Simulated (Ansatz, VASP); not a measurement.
# One calculation of Al, two programs

The input INCAR:

```
SYSTEM = Al
ALGO = Normal ; EDIFF = 1E-7
ENCUT = 520 ; GGA = PE
ISIF = 2 ; ISMEAR = -1
LASPH = .True. ; LCHARG = .False.
LREAL = .False. ; LWAVE = .False.
NBANDS = 8 ; NELM = 60
PREC = Accurate ; SIGMA = 0.05
```

Contents of KPOINTS:

```
k-points
0
Gamma
  14 14 14
  0 0 0
```

The input POSCAR:

```
Al
1.0
    0.0000000000      2.0644596000      2.0239800000
    2.0644596000      0.0000000000      2.0239800000
    2.0644596000      2.0644596000      0.0000000000
Al
1
Direct
    0.0000000000      0.0000000000      0.0000000000
```

Input for Ansatz:

```yaml
crystal:
  lattice:
    - [0.0, 2.0644596, 2.02398]
    - [2.0644596, 0.0, 2.02398]
    - [2.0644596, 2.0644596, 0.0]
  atoms:
    - { symbol: Al, position: [0.0, 0.0, 0.0] }
kpoints:
  mp_grid: { grid: [14, 14, 14] }
  band_path:
    path:
      - [0.0, 0.0, 0.0]
      - [0.0, 0.5, 0.5]
      - [0.25, 0.75, 0.5]
      - [0.0, 0.5, 0.0]
      - [0.0, 0.0, 0.0]
      - [0.5, 0.5, 0.0]
      - [0.38005, 0.61995, 0.0]
      - [-0.38005, 0.38005, 0.0]
      - [0.0, 0.0, 0.0]
    npoints: 5
scf:
  occupations: { method: fermi_dirac, width: 0.05 }
hamiltonian:
  xc: pbe
  pseudopotentials: { kind: all_electron, lapw: { basis_error: 0.001 } }
output:
  forces: true
  stress: true
  eigenvalues: true
```

Change from the starting cell: equal xx and yy strain of +2 %.

Alike in both runs: task single point; functional PBE; k mesh 14 × 14 × 14; occupations fermi-dirac, width 0.05 eV; no spin polarisation.

|  | VASP | Ansatz |
| --- | --- | --- |
| version | VASP 6.6.1 | Ansatz 0.2.0 |
| potentials or method | VASP PAW PBE potentials, release 64 (Al), cutoff 520 eV | all-electron LAPW, scalar-relativistic |

```csv
,VASP,Ansatz,Ansatz less VASP
pressure (GPa),-3.2,-3.2,+0.04
"traceless stress, the component that is largest in VASP (GPa)",0.38,0.38,+0.003
```

Ansatz ran all-electron here, and VASP with PAW potentials.
